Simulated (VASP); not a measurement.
Set up this calculation in VASP 6.6.1, as the native input.

```yaml
Task: single point
Functional: PBEsol
Potentials_or_basis: VASP PAW PBE potentials, release 64 (Nb_sv, H)
Cutoff: 500 eV
k_mesh: 10 × 10 × 10
Occupations: methfessel-paxton, width 0.1 eV
Spin: no spin polarisation
Dipole_correction: no
Further_INCAR_settings: ALGO = Normal; EDIFF = 1e-06; NBANDS = 14
```

The structure of NbH lies in POSCAR:

```
NbH
1.0
   -1.6202452965      1.6202452965      2.0007009255
    1.6202452965     -1.6202452965      2.0007009255
    1.6202452965      1.6202452965     -2.0007009255
Nb H
1 1
Direct
    0.0000000000      0.0000000000      0.0000000000
    0.5000000000      0.5000000000      0.0000000000
```

These files were run (other wordings do the same):

INCAR

```
SYSTEM = NbH
ALGO = Normal
EDIFF = 1E-6
ENCUT = 500
GGA = PS
GGA_COMPAT = .FALSE.
ISIF = 2
ISMEAR = 1
LASPH = .TRUE.
LCHARG = .TRUE.
LELF = .TRUE.
LREAL = .FALSE.
LVHAR = .TRUE.
LWAVE = .FALSE.
NBANDS = 14
NELM = 120
PREC = Accurate
SIGMA = 0.1
```

KPOINTS

```
k-points
0
G
  10 10 10
  0 0 0
```

Potentials or basis: VASP PAW PBE potentials, release 64 (Nb_sv, H).

Launch:

```console
$ cat potpaw_PBE.64/Nb_sv/POTCAR potpaw_PBE.64/H/POTCAR > POTCAR
$ mpirun -np 1 vasp_std > vasp.out
```

It gave:

```json
{
 "Pressure": "-12.3 GPa",
 "Band gap on the k mesh": "zero (band 7 reaches 14.09 eV, above the bottom of band 8 at 10.24 eV)"
}
```

Caveat: the PAW data sets were made with another functional, which shifts forces and pressure a little.

It used 22 s of CPU time on 1 thread of AMD EPYC 7R13 Processor (Zen 3) (shared host).
